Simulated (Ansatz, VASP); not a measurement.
# Two plane-wave programs on Pt

```
Pt
1.0
     2.82968    0.00000    0.00000
    -1.41484    2.45058    0.00000
     0.00000    0.00000    4.91194
Pt
2
Direct
  0.66667 0.33333 0.75000
  0.33333 0.66667 0.25000
```

Change from the starting cell: strain +0.025 along x and y, +0.025 along z, atoms carried along.

Alike in both runs: task single point; functional r2SCAN; k mesh 18 × 18 × 10; occupations gaussian, width 0.15 eV; no spin polarisation.

|  | VASP | Ansatz |
| --- | --- | --- |
| version | VASP 6.6.1 | Ansatz 0.2.0 |
| potentials or method | VASP PAW PBE potentials, release 64 (Pt), cutoff 520 eV | scalar-relativistic, plane waves, PAW |
| valence electrons in the cell | 20 | 36 |

```csv
,VASP,Ansatz,Ansatz less VASP
gap on the k mesh at the Fermi level (eV),none,none,-
pressure (GPa),-19.9,-20.2,-0.30
"traceless stress, the component that is largest in VASP (GPa)",2.16,2.35,+0.184
```

VASP's potentials were made for PBE, not for r2SCAN. A gap of «none» marks a metal or a gap that the smearing closes. VASP's potentials hold 20 valence electrons a cell and Ansatz's 36, so a difference there can come from the potentials and not from the codes.

Spin-orbit coupling is off throughout.
